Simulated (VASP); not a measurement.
Au:

```
Au
1.0
     3.33432    0.00000    0.00000
     0.00000    3.33432    0.00000
     0.00000    0.00000    3.16926
Au
2
Direct
  0.00000 0.00000 0.00000
  0.50000 0.50000 0.50000
```

This cell differs from its parent crystal: uniaxial strain along c: -4.0 %.

Base run:

- Program: VASP 6.6.1
- Functional: PBE
- Potentials or basis: VASP PAW PBE potentials, release 64 (Au)
- Cutoff: 520 eV
- k mesh: 12 × 12 × 12
- Occupations: gaussian, width 0.1 eV
- Spin: no spin polarisation

Its results: band gap on the k mesh zero (band 11 reaches 11.95 eV, above the bottom of band 12 at 6.82 eV); pressure 3.1 GPa.

The run is repeated on the same cell with these changes: potentials or basis from VASP PAW PBE potentials, release 64 (Au) to VASP PAW PBE potentials, release 64 (Au_sv_GW); cutoff from 520 eV to 500 eV; further incar settings from ALGO = Normal; EDIFF = 1e-06; NBANDS = 18 to ALGO = Normal; EDIFF = 1e-06; NBANDS = 26; valence electrons from 22 to 38. What comes out?

Band gap on the k mesh zero (band 19 reaches 11.34 eV, above the bottom of band 20 at 6.19 eV); pressure 1.5 GPa.

Caveats: spin-orbit coupling is left out, which moves the levels of the heavy elements.
